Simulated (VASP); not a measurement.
BaTiO3, 5 atoms in the cell. The typed cell holds 5 atoms: a = 4.004 Å, b = 4.004 Å, c = 4.004 Å, α = 89.85°, β = 89.85°, γ = 89.85°. 

| Item | Value |
| --- | --- |
| Program | VASP 6.6.1 |
| Task | single point |
| Functional | LDA |
| Potentials or basis | VASP PAW LDA potentials, release 64 (Ba_sv, Ti_sv, O) |
| Cutoff | 600 eV |
| k mesh | 7 × 7 × 7 |
| Occupations | fermi-dirac, width 0.05 eV |
| Spin | no spin polarisation |
| Hubbard terms | Ti d U = 5.0 eV |
| Dipole correction | no |
| Further INCAR settings | ALGO = Normal; EDIFF = 1e-06; NBANDS = 28 |

Potentials or basis: VASP PAW LDA potentials, release 64 (Ba_sv, Ti_sv, O).

The run is started by

```console
$ cat potpaw_LDA.64/Ba_sv/POTCAR potpaw_LDA.64/Ti_sv/POTCAR potpaw_LDA.64/O/POTCAR > POTCAR
$ mpirun -np 1 vasp_std > vasp.out
```

Hardware: 1 thread of Intel(R) Xeon(R) Platinum 8559C (Emerald Rapids), on a shared host.

Task: Estimate the wall time of this run.

Result: It took 2.8 min on 1 thread of Intel(R) Xeon(R) Platinum 8559C (Emerald Rapids) (shared host), peak memory 0.44 GiB. Counts: scf iterations 16, k points 172.
